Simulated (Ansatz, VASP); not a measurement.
**One calculation of CuO, two programs**

```xyz
4
Lattice="0.1896 -2.1723 -2.0431 -2.0197 0.1063 -1.9598 2.3832 2.2858 -4.3894" Properties=species:S:1:pos:R:3 pbc="T T T"
Cu    0.1715    0.1749   -4.1029
Cu   -1.7484   -1.9559   -4.0297
O     0.4097    0.0276   -6.3425
O     0.1667    0.0172   -2.1166
```

Alike in both runs: task single point; functional PBE; k mesh 4 × 5 × 3; occupations fermi-dirac, width 0.05 eV; no spin polarisation.

|  | VASP | Ansatz |
| --- | --- | --- |
| version | VASP 6.6.1 | Ansatz 0.2.0 |
| potentials or method | VASP PAW PBE potentials, release 64 (Cu, O) | Ansatz PAW |
| plane-wave cutoff (eV) | 520 | 420 |
| valence electrons in the cell | 34 | 50 |

Ansatz gave:

| Property | Result |
| --- | --- |
| gap on the k mesh at the Fermi level (eV) | none |
| pressure (GPa) | -3.8 |
| traceless stress, the component that is largest in VASP (GPa) | 7.54 |
| rms of the force components (eV/Å) | 0.710 |

Problem. Which values does VASP return?

Solution. gap on the k mesh at the Fermi level (eV): none; pressure (GPa): -3.5; traceless stress, the component that is largest in VASP (GPa): 7.54; rms of the force components (eV/Å): 0.725.

Atom by atom the forces differ by 0.018 eV/Å (rms over components). A gap of «none» marks a metal or a gap that the smearing closes. VASP's potentials hold 34 valence electrons a cell and Ansatz's 50, so a difference there can come from the potentials and not from the codes.

The k mesh is coarse, so the values compare programs but aren't converged.
